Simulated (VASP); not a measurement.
# Mn (P6_3/mmc) in VASP: a series of runs

Runs on Mn. Level: LDA. Tasks: single point, relaxation of cell and atoms.

All numbers are computed with VASP 6.6.1; they aren't measurements. Logs are shortened: lines on timing, memory, paths and dates and some standing lists are left out, and cuts for length are marked.

## 1. The cell of the first run

It takes space group P6_3/mmc (No. 194, hexagonal). Conventional cell: a = 2.526 Å, b = 2.526 Å, c = 4.074 Å, α = 90.00°, β = 90.00°, γ = 120.00°. Mn (site symmetry -6m2) has 12 Mn at 2.51 to 2.53 Å within 3.3 Å.

## 2. Single point, LDA (volume scaled by 1.12)

File INCAR:

```
SYSTEM = Mn
ALGO = Normal ; EDIFF = 1E-6
ENCUT = 520 ; ISIF = 2
ISMEAR = -1 ; LASPH = .TRUE.
LCHARG = .FALSE. ; LREAL = .FALSE.
LWAVE = .FALSE. ; NBANDS = 20
NELM = 80 ; PREC = Accurate
SIGMA = 0.1
```

File KPOINTS:

```
k-points
0
G
  17 17 9
  0 0 0
```

File POSCAR:

```
Mn
1.0
    2.5262298460      0.0000000000      0.0000000000
   -1.2631149230      2.1877792224      0.0000000000
    0.0000000000      0.0000000000      4.0736593430
Mn
2
Direct
    0.3333333333      0.6666666667      0.2500000000
    0.6666666667      0.3333333333      0.7500000000
```

Potentials or basis: VASP PAW LDA potentials, release 64 (Mn_pv).

The run is started by

```console
$ cat potpaw_LDA.64/Mn_pv/POTCAR > POTCAR
$ mpirun -np 1 vasp_std > vasp.out
```

OUTCAR:

```text
SYSTEM = Mn
   EDIFF = 1E-6
   ENCUT = 520
   ISIF = 2
   ISMEAR = -1
   LASPH = .TRUE.
   LREAL = .FALSE.
   NELM = 80
   PREC = Accurate

 ion  position               nearest neighbor table
   1  0.333  0.667  0.250-   2 2.51   2 2.51   2 2.51   2 2.51   2 2.51   2 2.51
   2  0.667  0.333  0.750-   1 2.51   1 2.51   1 2.51   1 2.51   1 2.51   1 2.51

  LATTYP: Found a hexagonal cell.
 ALAT       =     2.5262298460
 C/A-ratio  =     1.6125450142

  Lattice vectors:

 A1 = (   2.5262298460,   0.0000000000,   0.0000000000)
 A2 = (  -1.2631149230,   2.1877792224,   0.0000000000)
 A3 = (   0.0000000000,   0.0000000000,   4.0736593430)

Analysis of symmetry for initial positions (statically):
=====================================================================
 Subroutine PRICEL returns:
 Original cell was already a primitive cell.

 Routine SETGRP: Setting up the symmetry group for a
 hexagonal supercell.

 Subroutine GETGRP returns: Found 24 space group operations
 (whereof 12 operations were pure point group operations)
 out of a pool of 24 trial point group operations.

The static configuration has the point symmetry D_3d.
 The point group associated with its full space group is D_6h.

Analysis of symmetry for dynamics (positions and initial velocities):
=====================================================================
 Subroutine PRICEL returns:
 Original cell was already a primitive cell.

 Routine SETGRP: Setting up the symmetry group for a
 hexagonal supercell.

 Subroutine GETGRP returns: Found 24 space group operations
 (whereof 12 operations were pure point group operations)
 out of a pool of 24 trial point group operations.

The dynamic configuration has the point symmetry D_3d.
 The point group associated with its full space group is D_6h.

 Subroutine INISYM returns: Found 24 space group operations
 (whereof 12 operations are pure point group operations),
 and found     1 'primitive' translations

----------------------------------------------------------------------------------------

                                     Primitive cell

  volume of cell :      22.5144

  direct lattice vectors                    reciprocal lattice vectors
     2.526229846  0.000000000  0.000000000     0.395846800  0.228542256  0.000000000
    -1.263114923  2.187779222  0.000000000     0.000000000  0.457084513  0.000000000
     0.000000000  0.000000000  4.073659343     0.000000000  0.000000000  0.245479535

  length of vectors
     2.526229846  2.526229846  4.073659343     0.457084513  0.457084513  0.245479535

  position of ions in fractional coordinates (direct lattice)
     0.333333333  0.666666667  0.250000000
     0.666666667  0.333333333  0.750000000

  ion indices of the primitive-cell ions
   primitive index   ion index
                 1           1
                 2           2

----------------------------------------------------------------------------------------

 KPOINTS: k-points

Automatic generation of k-mesh.
 Grid dimensions read from file:
 generate k-points for:   17   17    9

 Generating k-lattice:

  Cartesian coordinates                     Fractional coordinates (reciprocal lattice)
     0.023285106  0.013443662  0.000000000     0.058823529  0.000000000  0.000000000
     0.000000000  0.026887324  0.000000000     0.000000000  0.058823529  0.000000000
     0.000000000  0.000000000  0.027275504     0.000000000  0.000000000  0.111111111

  Length of vectors
     0.026887324  0.026887324  0.027275504

  Shift w.r.t. Gamma in fractional coordinates (k-lattice)
     0.000000000  0.000000000  0.000000000

 Subroutine IBZKPT returns following result:
 ===========================================

 Found    165 irreducible k-points:

 Following reciprocal coordinates:
            Coordinates               Weight
  0.000000  0.000000  0.000000      1.000000
  0.058824 -0.000000  0.000000      6.000000
  0.117647 -0.000000  0.000000      6.000000
  0.176471 -0.000000  0.000000      6.000000
  0.235294 -0.000000  0.000000      6.000000
  0.294118  0.000000  0.000000      6.000000
[... 16 lines left out ...]
  0.411765  0.117647  0.000000     12.000000
  0.176471  0.176471  0.000000      6.000000
 [... further k-points ...]
   k-points           NKPTS =    165   k-points in BZ     NKDIM =    165   number of bands    NBANDS=     20
   number of dos      NEDOS =    301   number of ions     NIONS =      2
   total plane-waves  NPLWV =  12000
   dimension x,y,z NGX =    20 NGY =   20 NGZ =   30
   dimension x,y,z NGXF=    40 NGYF=   40 NGZF=   60
   ions per type =               2
   NGX,Y,Z   is equivalent  to a cutoff of  13.16, 13.16, 12.24 a.u.
   NGXF,Y,Z  is equivalent  to a cutoff of  26.32, 26.32, 24.49 a.u.
 SYSTEM =  Mn
   PREC   = accura    normal or accurate (medium, high low for compatibility)
   ISTART =      0    job   : 0-new  1-cont  2-samecut
   ICHARG =      2    charge: 1-file 2-atom 10-const
   ISPIN  =      1    spin polarized calculation?
   LNONCOLLINEAR =      F non collinear calculations
   LSORBIT =      F    spin-orbit coupling
   LASPH  =      T    aspherical Exc in radial PAW
   ENCUT  =  520.0 eV  38.22 Ry    6.18 a.u.   4.70  4.70  7.57*2*pi/ulx,y,z
   NELM   =     80;   NELMIN=  2; NELMDL= -5     # of ELM steps
   EDIFF  = 0.1E-05   stopping-criterion for ELM
   LREAL  =      F    real-space projection
   EDIFFG = 0.1E-04   stopping-criterion for IOM
   NSW    =      0    number of steps for IOM
   IBRION =     -1    ionic relax: 0-MD 1-quasi-New 2-CG
   NFREE  =      0    steps in history (QN), initial steepest desc. (CG)
   ISIF   =      2    stress and relaxation
   ISYM   =      2    0-nonsym 1-usesym 2-fastsym
   POTIM  = 0.5000    time-step for ionic-motion
   TEBEG  =    0.0;   TEEND  =   0.0 temperature during run
   PSTRESS=    0.0 pullay stress
   NELECT =      26.0000    total number of electrons
   NUPDOWN=      -1.0000    fix difference up-down
   EMIN   =  10.00;   EMAX   =-10.00  energy-range for DOS
   EFERMI =   0.00;   METHOD = LEGACY
   ISMEAR =    -1;   SIGMA  =   0.10  broadening in eV -4-tet -1-fermi 0-gaus
   EFERMI_NEDOS =   21; number of points for ismear=-14 and -15
   IALGO  =     38    algorithm
   IMIX   =      4    mixing-type and parameters
     AMIX     =   0.40;   BMIX     =  1.00
     AMIX_MAG =   1.60;   BMIX_MAG =  1.00
  volume/ion in A,a.u.               =      11.26        75.97
  Fermi-wavevector in a.u.,A,eV,Ry     =   1.717561  3.245720 40.137418  2.950017
  Thomas-Fermi vector in A             =   2.794538
   LORBIT       =      0    0 simple, 1 ext, 2 COOP (PROOUT), +10 PAW based schemes
   GGA     = CA    functional components
   LHFCALC =     F    Hartree Fock is set to
   AEXX    =    0.0000 exact exchange contribution
   IVDW    =     0    specifies the selected vdW correction
   LEPSILON=     F    determine dielectric tensor
   LRPA    =     F    only Hartree local field effects (RPA)
 non-spin polarized calculation
  energy-cutoff  :      520.00
  volume of cell :       22.51
 maximum number of plane-waves:       622
 NGX is ok and might be reduce to    20
   NGX =  9   NGY =  9   NGZ = 15

 number of electron      26.0000016 magnetization

 Free energy of the ion-electron system (eV)
  ---------------------------------------------------
  ext. energy  EPLUGINS =         0.00000000
  ---------------------------------------------------
  free energy    TOTEN  =       -20.10839991 eV

  energy without entropy =      -20.00697290  energy(sigma->0) =      -20.05768640

 E-fermi :   9.5201     XC(G=0): -14.0864

 val. band max:        9.5143965705   @ k =   0.4706   0.0588   0.3333
 cond. band min:       9.5300201107   @ k =   0.1765   0.0588   0.1111
 fundamental gap:      0.0156235402
 Fermi energy:         9.5201471066

 k-point     1 :       0.0000    0.0000    0.0000
  band No.  band energies     occupation
      1     -38.2658      2.00000
      2     -37.6891      2.00000
      3     -37.6891      2.00000
      4     -37.5937      2.00000
      5     -37.5937      2.00000
      6     -37.5735      2.00000
[... 12 lines left out ...]
     19      18.3552      0.00000
     20      29.9934      0.00000

 k-point     2 :       0.0588   -0.0000    0.0000
  band No.  band energies     occupation
      1     -38.2581      2.00000
      2     -37.7057      2.00000
      3     -37.6945      2.00000
      4     -37.6110      2.00000
      5     -37.5962      2.00000
      6     -37.5765      2.00000
[... 12 lines left out ...]
     19      18.3568      0.00000
     20      29.7271      0.00000

 k-point     3 :       0.1176   -0.0000    0.0000
  band No.  band energies     occupation
      1     -38.2357      2.00000
      2     -37.7533      2.00000
      3     -37.7097      2.00000
      4     -37.6602      2.00000
      5     -37.6034      2.00000
      6     -37.5855      2.00000
[... 12 lines left out ...]
     19      18.3660      0.00000
     20      28.4762      0.00000

 k-point     4 :       0.1765   -0.0000    0.0000
  band No.  band energies     occupation
      1     -38.2002      2.00000
      2     -37.8260      2.00000
      3     -37.7334      2.00000
      4     -37.7323      2.00000
      5     -37.6149      2.00000
      6     -37.6006      2.00000
[... 12 lines left out ...]
     19      18.3934      0.00000
     20      26.3500      0.00000

 k-point     5 :       0.2353   -0.0000    0.0000
  band No.  band energies     occupation
      1     -38.1544      2.00000
      2     -37.9141      2.00000
      3     -37.8198      2.00000
      4     -37.7588      2.00000
      5     -37.6294      2.00000
      6     -37.6219      2.00000
[... 12 lines left out ...]
     19      18.4430      0.00000
     20      24.0755      0.00000
[... 353 lines left out ...]
      6     -37.6906      2.00000
[... 12 lines left out ...]
     19      18.5010      0.00000
     20      20.7601      0.00000

 k-point    22 :       0.3529    0.1176    0.0000
  band No.  band energies     occupation
      1     -38.1346      2.00000
      2     -38.0331      2.00000
      3     -37.9821      2.00000
      4     -37.8564      2.00000
      5     -37.7234      2.00000
      6     -37.7110      2.00000
[... 12 lines left out ...]
     19      19.8267      0.00000
     20      20.8494      0.00000

 k-point    23 :       0.4118    0.1176    0.0000
  band No.  band energies     occupation
      1     -38.1652      2.00000
      2     -38.0541      2.00000
      3     -37.9492      2.00000
      4     -37.8712      2.00000
      5     -37.7476      2.00000
      6     -37.7184      2.00000
[... 12 lines left out ...]
     19      20.9190      0.00000
     20      21.4030      0.00000

 k-point    24 :       0.1765    0.1765    0.0000
  band No.  band energies     occupation
      1     -38.0893      2.00000
      2     -37.9639      2.00000
      3     -37.9582      2.00000
      4     -37.7819      2.00000
      5     -37.6902      2.00000
      6     -37.6558      2.00000
[... 12 lines left out ...]
     19      18.7106      0.00000
     20      23.0006      0.00000

 [... further k-points ...]
[... 5 lines left out ...]
  --------------------------------------------------------------------------------------
  -------------------------------------------------------------------------------------
  Total       -4.0423632     -4.0423632     -4.1067076      0.0000000      0.0000000     -0.0000000
  in kB     -287.6635614   -287.6635614   -292.2424500      0.0000000      0.0000000     -0.0000000
  external PRESSURE =    -289.1898576 kB  Pullay stress =       0.0000000 kB

 VOLUME and BASIS-vectors are now :
 -----------------------------------------------------------------------------
  energy-cutoff  :      520.00
  volume of cell :       22.51
      direct lattice vectors                 reciprocal lattice vectors
     2.526229846  0.000000000  0.000000000     0.395846800  0.228542256  0.000000000
    -1.263114923  2.187779222  0.000000000     0.000000000  0.457084513  0.000000000
     0.000000000  0.000000000  4.073659343     0.000000000  0.000000000  0.245479535

 POSITION                                       TOTAL-FORCE (eV/Angst)
 -----------------------------------------------------------------------------------
     -0.00000      1.45852      1.01841         0.000000     -0.000000      0.000000
      1.26311      0.72926      3.05524         0.000000      0.000000      0.000000
 -----------------------------------------------------------------------------------
    total drift:                               -0.000000      0.000000     -0.000000

  FREE ENERGIE OF THE ION-ELECTRON SYSTEM (eV)
  ---------------------------------------------------
  free  energy   TOTEN  =       -20.1083999086 eV

  energy  without entropy=      -20.0069728983  energy(sigma->0) =      -20.05768640
```

Wall time 32 s (1 thread of AMD EPYC 9R45 (Zen 5), shared host); peak memory 0.14 GiB.

Results:

- Free energy: -20.1084 eV
- Pressure: -28.9 GPa
- Band gap on the k mesh: zero (band 13 reaches 10.43 eV, above the bottom of band 14 at 8.59 eV)

Levels at points of the mesh, in eV from the Fermi level:
```
           k point  band 11  band 12  band 13  band 14  band 15  band 16
(0.00, 0.00, 0.00)    -0.89    -0.45    -0.45     0.02     0.02     0.80
```

Caveat: the run has no spin polarisation, though such a crystal can be magnetic.

[end of part 1 of 2]
